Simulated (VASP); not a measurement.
# Sb in VASP: notebook

Sb is run at these levels: PBE0, PBE; tasks: single point.

All numbers are computed with VASP 6.6.1; they aren't measurements. Logs are shortened: lines on timing, memory, paths and dates and some standing lists are left out, and cuts for length are marked.

### Step 1. The cell of the first run

The cell holds a slab with vacuum, 4 atoms: a = 5.129 Å, b = 4.240 Å, c = 29.022 Å, α = 90.00°, β = 90.00°, γ = 90.00°.

### Step 2. Single point, PBE0

The input, POSCAR:

```
Sb
1.0
    5.1294278169      0.0000000000      0.0000000000
    0.0000000000      4.2400752000      0.0000000000
    0.0000000000      0.0000000000     29.0216962420
Sb
4
Direct
    0.0594220751      0.0000000000      0.3752152672
    0.4405779249      0.5000000000      0.3752152672
    0.5594220751      0.5000000000      0.2794673482
    0.9405779249      0.0000000000      0.2794673482
```

The input, INCAR.step1:

```
ALGO     = Normal         # electronic algorithm
DIPOL    = 0.5 0.5 0.327
EDIFF    = 1E-5           # SCF threshold, eV
ENCUT    = 520            # plane-wave cutoff, eV
GGA      = PE             # functional
IDIPOL   = 3            
ISIF     = 2              # what is computed and relaxed
ISMEAR   = 0              # smearing method
LASPH    = True           # aspherical terms in the spheres
LCHARG   = False          # write CHGCAR
LDIPOL   = True         
LREAL    = False          # projectors in reciprocal space
LWAVE    = True           # write WAVECAR
NBANDS   = 18             # bands
NELM     = 100            # most SCF steps
PREC     = Accurate       # precision mode
SIGMA    = 0.01           # smearing width, eV
```

The input, INCAR.step2:

```
AEXX     = 0.25           # exact-exchange fraction
ALGO     = Normal         # electronic algorithm
DIPOL    = 0.5 0.5 0.327
EDIFF    = 1E-7           # SCF threshold, eV
ENCUT    = 520            # plane-wave cutoff, eV
GGA      = PE             # functional
IDIPOL   = 3            
ISIF     = 2              # what is computed and relaxed
ISMEAR   = 0              # smearing method
ISTART   = 1            
LASPH    = True           # aspherical terms in the spheres
LCHARG   = False          # write CHGCAR
LDIPOL   = True         
LHFCALC  = True           # exact exchange
LREAL    = False          # projectors in reciprocal space
LWAVE    = False          # write WAVECAR
NBANDS   = 18             # bands
NELM     = 100            # most SCF steps
PREC     = Accurate       # precision mode
PRECFOCK = Normal       
SIGMA    = 0.01           # smearing width, eV
```

The input, KPOINTS:

```
k-points
0
Gamma
  4 4 1
```

Potentials or basis: VASP PAW PBE potentials, release 64 (Sb).

On the command line:

```
cat potpaw_PBE.64/Sb/POTCAR > POTCAR
cp INCAR.step1 INCAR
mpirun -np 1 vasp_std > vasp.out
cp INCAR.step2 INCAR
mpirun -np 1 vasp_std > vasp.out
```

OUTCAR:

```text
AEXX = 0.25
   EDIFF = 1E-7
   ENCUT = 520
   GGA = PE
   ISIF = 2
   ISMEAR = 0
   ISTART = 1
   LASPH = True
   LHFCALC = True
   LREAL = False
   NELM = 100
   PREC = Accurate
   PRECFOCK = Normal

 ion  position               nearest neighbor table
   1  0.059  0.000  0.375-   4 2.84   2 2.88   2 2.88
   2  0.441  0.500  0.375-   3 2.84   1 2.88   1 2.88
   3  0.559  0.500  0.279-   2 2.84   4 2.88   4 2.88
   4  0.941  0.000  0.279-   1 2.84   3 2.88   3 2.88

  LATTYP: Found a simple orthorhombic cell.
 ALAT       =     4.2400752000
 B/A-ratio  =     1.2097492556
 C/A-ratio  =     6.8446182846

  Lattice vectors:

 A1 = (   0.0000000000,  -4.2400752000,   0.0000000000)
 A2 = (   5.1294278169,   0.0000000000,   0.0000000000)
 A3 = (   0.0000000000,   0.0000000000,  29.0216962420)

Analysis of symmetry for initial positions (statically):
=====================================================================
 Subroutine PRICEL returns:
 Original cell was already a primitive cell.

 Routine SETGRP: Setting up the symmetry group for a
 simple orthorhombic supercell.

 Subroutine GETGRP returns: Found  8 space group operations
 (whereof  2 operations were pure point group operations)
 out of a pool of  8 trial point group operations.

The static configuration has the point symmetry C_1h.
 The point group associated with its full space group is D_2h.

Analysis of symmetry for dynamics (positions and initial velocities):
=====================================================================
 Subroutine PRICEL returns:
 Original cell was already a primitive cell.

 Routine SETGRP: Setting up the symmetry group for a
 simple orthorhombic supercell.

 Subroutine GETGRP returns: Found  8 space group operations
 (whereof  2 operations were pure point group operations)
 out of a pool of  8 trial point group operations.

The dynamic configuration has the point symmetry C_1h.
 The point group associated with its full space group is D_2h.

 Subroutine INISYM returns: Found  8 space group operations
 (whereof  2 operations are pure point group operations),
 and found     1 'primitive' translations

----------------------------------------------------------------------------------------

                                     Primitive cell

  volume of cell :     631.1975

  direct lattice vectors                    reciprocal lattice vectors
     5.129427817  0.000000000  0.000000000     0.194953518  0.000000000  0.000000000
     0.000000000  4.240075200  0.000000000     0.000000000  0.235844874  0.000000000
     0.000000000  0.000000000 29.021696242     0.000000000  0.000000000  0.034456980

  length of vectors
     5.129427817  4.240075200 29.021696242     0.194953518  0.235844874  0.034456980

  position of ions in fractional coordinates (direct lattice)
     0.059422075  0.000000000  0.375215267
     0.440577925  0.500000000  0.375215267
     0.559422075  0.500000000  0.279467348
     0.940577925  0.000000000  0.279467348

  ion indices of the primitive-cell ions
   primitive index   ion index
                 1           1
                 2           2
                 3           3
                 4           4

----------------------------------------------------------------------------------------

 KPOINTS: k-points

Automatic generation of k-mesh.
 Grid dimensions read from file:
 generate k-points for:    4    4    1

 Generating k-lattice:

  Cartesian coordinates                     Fractional coordinates (reciprocal lattice)
     0.048738380  0.000000000  0.000000000     0.250000000  0.000000000  0.000000000
     0.000000000  0.058961218  0.000000000     0.000000000  0.250000000  0.000000000
     0.000000000  0.000000000  0.034456980     0.000000000  0.000000000  1.000000000

  Length of vectors
     0.048738380  0.058961218  0.034456980

  Shift w.r.t. Gamma in fractional coordinates (k-lattice)
     0.000000000  0.000000000  0.000000000

 Subroutine IBZKPT returns following result:
 ===========================================

 Found      9 irreducible k-points:

 Following reciprocal coordinates:
            Coordinates               Weight
  0.000000  0.000000  0.000000      1.000000
  0.250000  0.000000  0.000000      2.000000
  0.500000  0.000000  0.000000      1.000000
  0.000000  0.250000  0.000000      2.000000
  0.250000  0.250000  0.000000      4.000000
  0.500000  0.250000  0.000000      2.000000
  0.000000  0.500000  0.000000      1.000000
  0.250000  0.500000  0.000000      2.000000
  0.500000  0.500000  0.000000      1.000000
   k-points           NKPTS =      9   k-points in BZ     NKDIM =     16   number of bands    NBANDS=     18
   number of dos      NEDOS =    301   number of ions     NIONS =      4
   total plane-waves  NPLWV = 276480
   dimension x,y,z NGX =    40 NGY =   32 NGZ =  216
   dimension x,y,z NGXF=    80 NGYF=   64 NGZF=  432
   ions per type =               4
   NGX,Y,Z   is equivalent  to a cutoff of  12.96, 12.55, 12.37 a.u.
   NGXF,Y,Z  is equivalent  to a cutoff of  25.93, 25.09, 24.75 a.u.
 SYSTEM =  unknown system
   PREC   = accura    normal or accurate (medium, high low for compatibility)
   ISTART =      1    job   : 0-new  1-cont  2-samecut
   ICHARG =      0    charge: 1-file 2-atom 10-const
   ISPIN  =      1    spin polarized calculation?
   LNONCOLLINEAR =      F non collinear calculations
   LSORBIT =      F    spin-orbit coupling
   LASPH  =      T    aspherical Exc in radial PAW
   ENCUT  =  520.0 eV  38.22 Ry    6.18 a.u.   9.54  7.88 53.96*2*pi/ulx,y,z
   NELM   =    100;   NELMIN=  2; NELMDL=  0     # of ELM steps
   EDIFF  = 0.1E-06   stopping-criterion for ELM
   LREAL  =      F    real-space projection
   EDIFFG = 0.1E-05   stopping-criterion for IOM
   NSW    =      0    number of steps for IOM
   IBRION =     -1    ionic relax: 0-MD 1-quasi-New 2-CG
   NFREE  =      0    steps in history (QN), initial steepest desc. (CG)
   ISIF   =      2    stress and relaxation
   ISYM   =      3    0-nonsym 1-usesym 2-fastsym
   POTIM  = 0.5000    time-step for ionic-motion
   TEBEG  =    0.0;   TEEND  =   0.0 temperature during run
   PSTRESS=    0.0 pullay stress
   NELECT =      20.0000    total number of electrons
   NUPDOWN=      -1.0000    fix difference up-down
   EMIN   =  10.00;   EMAX   =-10.00  energy-range for DOS
   EFERMI =   0.00;   METHOD = LEGACY
   ISMEAR =     0;   SIGMA  =   0.01  broadening in eV -4-tet -1-fermi 0-gaus
   EFERMI_NEDOS =   21; number of points for ismear=-14 and -15
   IALGO  =     38    algorithm
   IMIX   =      1    mixing-type and parameters
     AMIX     =   0.40;   BMIX     =  1.00
     AMIX_MAG =   1.60;   BMIX_MAG =  1.00
  volume/ion in A,a.u.               =     157.80      1064.88
  Fermi-wavevector in a.u.,A,eV,Ry     =   0.518040  0.978953  3.651330  0.268365
  Thomas-Fermi vector in A             =   1.534742
   LORBIT       =      0    0 simple, 1 ext, 2 COOP (PROOUT), +10 PAW based schemes
   GGA     = PE    functional components
   LHFCALC =     T    Hartree Fock is set to
   PRECFOCK=normal    Normal, Fast or Accurate (Low or Medium for compatibility)
   ENCUT4O =  -1.0   cutoff for four orbital integrals eV
   NKREDX  =     1    reduce k-point grid by
   NKREDY  =     1    reduce k-point grid by
   NKREDZ  =     1    reduce k-point grid by
   AEXX    =    0.2500 exact exchange contribution
   HFSCREEN=    0.0000 screening length (either q_TF or 0.3 A-1)
   HFSCREENC=   0.0000 screening length for correlation (either q_TF or 0.3 A-1)
   ENCUTFOCK=  -1.0 apply spherical cutoff to Coloumb kernel
   IVDW    =     0    specifies the selected vdW correction
   LEPSILON=     F    determine dielectric tensor
   LRPA    =     F    only Hartree local field effects (RPA)
 non-spin polarized calculation
 Gauss-broadening in eV      SIGMA  =   0.01
  energy-cutoff  :      520.00
  volume of cell :      631.20
 maximum number of plane-waves:     17055
 NGX is ok and might be reduce to    40
  NGX = 30; NGY = 24; NGZ =168

 number of electron      20.0000001 magnetization

 dipolmoment           0.000000      0.000000     -0.000010 electrons x Angstroem

 Free energy of the ion-electron system (eV)
  ---------------------------------------------------
  ext. energy  EPLUGINS =         0.00000000
  ---------------------------------------------------
  free energy    TOTEN  =       -22.27442287 eV

  energy without entropy =      -22.27442287  energy(sigma->0) =      -22.27442287

 E-fermi :  -2.8771     XC(G=0):  -1.8179

 val. band max:       -2.9692296828   @ k =   0.0000   0.0000   0.0000
 cond. band min:      -1.1011814215   @ k =   0.0000   0.0000   0.0000
 fundamental gap:      1.8680482613
 Fermi energy:        -2.8770846333

 k-point     1 :       0.0000    0.0000    0.0000
  band No.  band energies     occupation
      1     -15.8891      2.00000
      2     -13.9210      2.00000
      3     -11.3446      2.00000
      4      -8.5843      2.00000
      5      -7.0868      2.00000
      6      -6.3991      2.00000
[... 10 lines left out ...]
     17       2.3018      0.00000
     18       2.7730      0.00000

 k-point     2 :       0.2500    0.0000    0.0000
  band No.  band energies     occupation
      1     -15.5943      2.00000
      2     -14.0655      2.00000
      3     -11.6659      2.00000
      4      -9.7947      2.00000
      5      -6.4745      2.00000
      6      -5.3189      2.00000
[... 10 lines left out ...]
     17       2.3001      0.00000
     18       2.5181      0.00000

 k-point     3 :       0.5000    0.0000    0.0000
  band No.  band energies     occupation
      1     -14.8121      2.00000
      2     -14.8121      2.00000
      3     -11.2133      2.00000
      4     -11.2133      2.00000
      5      -5.4169      2.00000
      6      -5.4169      2.00000
[... 10 lines left out ...]
     17       3.3063      0.00000
     18       3.3063      0.00000

 k-point     4 :       0.0000    0.2500    0.0000
  band No.  band energies     occupation
      1     -15.3760      2.00000
      2     -13.3719      2.00000
      3     -12.1439      2.00000
      4      -9.6547      2.00000
      5      -6.6300      2.00000
      6      -6.1594      2.00000
[... 10 lines left out ...]
     17       2.6279      0.00000
     18       2.6434      0.00000

 k-point     5 :       0.2500    0.2500    0.0000
  band No.  band energies     occupation
      1     -15.0970      2.00000
      2     -13.6046      2.00000
      3     -11.9811      2.00000
      4     -10.1589      2.00000
      5      -7.1749      2.00000
      6      -6.4268      2.00000
[... 10 lines left out ...]
     17       2.7964      0.00000
     18       3.2204      0.00000

 k-point     6 :       0.5000    0.2500    0.0000
  band No.  band energies     occupation
      1     -14.3647      2.00000
      2     -14.3647      2.00000
      3     -11.2228      2.00000
      4     -11.2228      2.00000
      5      -6.8860      2.00000
      6      -6.8860      2.00000
[... 10 lines left out ...]
     17       3.3170      0.00000
     18       3.3170      0.00000

 k-point     7 :       0.0000    0.5000    0.0000
  band No.  band energies     occupation
      1     -13.9391      2.00000
      2     -13.9391      2.00000
      3     -11.7949      2.00000
      4     -11.7949      2.00000
      5      -5.8490      2.00000
      6      -5.8490      2.00000
[... 10 lines left out ...]
     17       3.8057      0.00000
     18       3.8057      0.00000

 k-point     8 :       0.2500    0.5000    0.0000
  band No.  band energies     occupation
      1     -13.8041      2.00000
      2     -13.8041      2.00000
      3     -11.7326      2.00000
      4     -11.7326      2.00000
      5      -6.7977      2.00000
      6      -6.7977      2.00000
[... 10 lines left out ...]
     17       3.2981      0.00000
     18       3.2981      0.00000

 k-point     9 :       0.5000    0.5000    0.0000
  band No.  band energies     occupation
      1     -13.6493      2.00000
      2     -13.6493      2.00000
      3     -11.6862      2.00000
      4     -11.6862      2.00000
      5      -7.3939      2.00000
      6      -7.3939      2.00000
[... 10 lines left out ...]
     17       4.0910      0.00000
     18       4.0910      0.00000

------------------------ aborting loop because EDIFF is reached ----------------------------------------

 vacuum level on the upper side and lower side of the slab       (xc-potential included)        -0.006        -0.006

  FORCE on cell =-STRESS in cart. coord.  units (eV):
  Direction    XX          YY          ZZ          XY          YZ          ZX
  --------------------------------------------------------------------------------------
  -------------------------------------------------------------------------------------
  Total       -1.6493006     -0.8632441     -1.3220797     -0.0000000      0.0000000      0.0000000
  in kB       -4.1864426     -2.1911845     -3.3558530     -0.0000000      0.0000000      0.0000000
  external PRESSURE =      -3.2444934 kB  Pullay stress =       0.0000000 kB

 VOLUME and BASIS-vectors are now :
 -----------------------------------------------------------------------------
  energy-cutoff  :      520.00
  volume of cell :      631.20
      direct lattice vectors                 reciprocal lattice vectors
     5.129427817  0.000000000  0.000000000     0.194953518  0.000000000  0.000000000
     0.000000000  4.240075200  0.000000000     0.000000000  0.235844874  0.000000000
     0.000000000  0.000000000 29.021696242     0.000000000  0.000000000  0.034456980

 POSITION                                       TOTAL-FORCE (eV/Angst)
 -----------------------------------------------------------------------------------
      0.30480      0.00000     10.88938         0.098476      0.000000     -0.231245
      2.25991      2.12004     10.88938        -0.098476      0.000000     -0.231245
      2.86952      2.12004      8.11062         0.098476      0.000000      0.231245
      4.82463      0.00000      8.11062        -0.098476      0.000000      0.231245
 -----------------------------------------------------------------------------------
    total drift:                               -0.000000      0.000000     -0.000022

  FREE ENERGIE OF THE ION-ELECTRON SYSTEM (eV)
  ---------------------------------------------------
  free  energy   TOTEN  =       -22.2744228662 eV

  energy  without entropy=      -22.2744228662  energy(sigma->0) =      -22.27442287

 vacuum level on the upper side and lower side of the slab         2.118         2.118
```

Run time: 32 min. Hardware: 1 thread of Intel Xeon Platinum 8559C (Emerald Rapids), shared host; peak memory 0.72 GiB.

Results:

- Free energy: -22.2744 eV
- Largest force: 0.251 eV/Å
- Band gap on the k mesh: 1.87 eV, direct

Forces on the atoms (eV/Å):
```
Sb   0.098  0.000 -0.231
Sb  -0.098  0.000 -0.231
Sb   0.098  0.000  0.231
Sb  -0.098  0.000  0.231
```

Caveat: the PAW data sets were made with another functional, which shifts forces and pressure a little; spin-orbit coupling is left out, which moves the levels of the heavy elements.

### Step 3. Single point, PBE

This run uses another cell than the first one, of 152.52 Å³/atom, 0.967 times its volume.

The input, INCAR:

```
SYSTEM = Sb
  ALGO = Normal
  DIPOL = 0.5 0.5 0.327
  EDIFF = 1E-6
  ENCUT = 520
  GGA = PE
  IDIPOL = 3
  ISIF = 2
  ISMEAR = -1
  LASPH = .TRUE.
  LCHARG = .TRUE.
  LDIPOL = .TRUE.
  LELF = .TRUE.
  LREAL = .FALSE.
  LVACPOTAV = .TRUE.
  LVHAR = .TRUE.
  LWAVE = .FALSE.
  NBANDS = 18
  NELM = 100
  PREC = Accurate
  SIGMA = 0.02
```

The input, KPOINTS:

```
k-points
0
G
  4 6 1
  0 0 0
```

The input, POSCAR:

```
Sb
1.0
    4.7816513977      0.0000000000      0.0000000000
    0.0000000000      4.3964058403      0.0000000000
    0.0000000000      0.0000000000     29.0216962420
Sb
4
Direct
    0.0443451693      0.0000000000      0.3758521254
    0.4556548307      0.5000000000      0.3758521254
    0.5443451693      0.5000000000      0.2788304900
    0.9556548307      0.0000000000      0.2788304900
```

Potentials or basis: VASP PAW PBE potentials, release 64 (Sb).

On the command line:

```
cat potpaw_PBE.64/Sb/POTCAR > POTCAR
mpirun -np 1 vasp_std > vasp.out
```

Run time: 98 s. Hardware: 1 thread of Intel Xeon 6975P-C (Granite Rapids), shared host; peak memory 0.62 GiB.

The run converged. Its results:

```
Free energy            : -16.2088 eV
Largest force          : 0.045 eV/Å
Band gap on the k mesh : 0.55 eV, direct
```

Forces in eV/Å, atoms in the order of the input:
```
Sb  -0.027  0.000  0.035
Sb   0.027  0.000  0.035
Sb  -0.027  0.000 -0.035
Sb   0.027  0.000 -0.035
```

Levels at points of the mesh, in eV from the valence-band top:
```tsv
k point	band 7	band 8	band 9	band 10	band 11	band 12	band 13	band 14
(0.00, 0.00, 0.00)	-2.78	-1.49	-1.37	0.00	0.55	2.02	2.43	2.98
(0.50, 0.00, 0.00)	-1.43	-1.43	-0.53	-0.53	1.19	1.19	1.47	1.47
(0.00, 0.50, 0.00)	-1.42	-1.42	-1.29	-1.29	1.07	1.07	1.15	1.15
(0.50, 0.50, 0.00)	-3.26	-3.26	-1.58	-1.58	2.39	2.39	4.20	4.20
```

Caveat: spin-orbit coupling is left out, which moves the levels of the heavy elements.
